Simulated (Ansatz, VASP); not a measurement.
## Two plane-wave programs on HfN

INCAR

```
PREC = Accurate
ENCUT = 600
EDIFF = 1E-6
ISMEAR = 0
SIGMA = 0.15
LREAL = False
LASPH = True
NELM = 120
ALGO = Normal
ISIF = 2
LWAVE = False
LCHARG = True
GGA = PS
LELF = True
LVHAR = True
NBANDS = 14
GGA_COMPAT = False
```

The input KPOINTS:

```
Automatic mesh
0
Gamma
  22 22 22
```

Contents of POSCAR:

```
HfN
1.0
    0.0000000000      2.2507757579      2.2507757579
    2.2507757579      0.0000000000      2.2507757579
    2.2507757579      2.2507757579      0.0000000000
Hf N
1 1
Direct
    0.0000000000      0.0000000000      0.0000000000
    0.3667126217      0.3667126217      0.4447905602
```

Input for Ansatz:

```yaml
crystal:
  lattice:
    - [0.0, 2.2507757579, 2.2507757579]
    - [2.2507757579, 0.0, 2.2507757579]
    - [2.2507757579, 2.2507757579, 0.0]
  atoms:
    - { symbol: Hf, position: [0.0, 0.0, 0.0] }
    - { symbol: "N", position: [0.3667126217, 0.3667126217, 0.4447905602] }
basis:
  ecutwfc: 420
kpoints:
  mp_grid: { grid: [22, 22, 22] }
hamiltonian:
  xc: pbesol
scf:
  occupations: { method: gaussian, width: 0.15 }
output:
  forces: true
  stress: true
  eigenvalues: true
  write_density: true
  write_potential: true
  elf: true
  volumetric_format: npy
```

Alike in both runs: task single point; functional PBEsol; k mesh 22 × 22 × 22; occupations gaussian, width 0.15 eV; no spin polarisation.

|  | VASP | Ansatz |
| --- | --- | --- |
| version | VASP 6.6.1 | Ansatz 0.2.0 |
| potentials or method | VASP PAW PBE potentials, release 64 (Hf_pv, N), cutoff 600 eV | scalar-relativistic, plane waves, PAW |
| valence electrons in the cell | 15 | 31 |

```tsv
	VASP	Ansatz	Ansatz less VASP
gap on the k mesh at the Fermi level (eV)	none	none	-
rms of the force components (eV/Å)	4.373	4.268	-0.1047
```

VASP's potentials were made for PBE, not for PBEsol. Atom by atom the forces differ by 0.105 eV/Å (rms over components). A gap of «none» marks a metal or a gap that the smearing closes. The functional is the same, so the differences come from potentials, cutoffs and numerics. VASP's potentials hold 15 valence electrons a cell and Ansatz's 31, so a difference there can come from the potentials and not from the codes.

Spin-orbit coupling is off throughout.
